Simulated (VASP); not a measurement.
## BP: single point with PBE

Crystal: BP.

```
B P
1.0
     0.00000    2.13511    2.40874
     2.40874    0.00000    2.40874
     2.40874    2.13511    0.00000
B P
1 1
Direct
  0.00000 0.00000 0.00000
  0.75000 0.75000 0.75000
```

* Program: VASP 6.6.1
* Task: single point
* Functional: PBE
* Potentials or basis: VASP PAW PBE potentials, release 64 (B, P)
* Cutoff: 520 eV
* k mesh: 12 × 12 × 12
* Occupations: gaussian, width 0.05 eV
* Spin: no spin polarisation
* Dipole correction: no
* Further INCAR settings: ALGO = Normal; EDIFF = 1e-06; NBANDS = 11

```
Pressure               : -8.0 GPa
Band gap on the k mesh : zero (bands 4 and 5 overlap by 0.35 eV)
```

Stress tensor (GPa, compression positive):
```
-16.51   0.00   0.00
  0.00   9.09   0.00
  0.00   0.00 -16.51
```

Levels at points of the mesh, in eV from the Fermi level:
```csv
k point,band 1,band 2,band 3,band 4,band 5,band 6,band 7,band 8
"(0.00, 0.00, 0.00)",-15.29,-0.67,-0.67,0.33,2.58,3.30,3.30,5.98
"(0.50, 0.00, 0.00)",-12.16,-8.95,-2.68,-1.39,2.39,3.81,5.58,9.72
"(0.50, 0.50, 0.00)",-11.08,-8.95,-3.89,-3.69,1.61,1.94,9.87,11.51
"(0.50, 0.00, 0.50)",-10.04,-7.91,-4.98,-4.98,0.26,0.37,11.16,11.16
```

It took 13 s on 1 thread of Intel(R) Xeon(R) 6975P-C (Granite Rapids) (shared host), peak memory 0.16 GiB.

Caveat: the stress differs along the axes, from -17 to 9 GPa; semilocal functionals underestimate gaps, and a narrow one can read as zero.
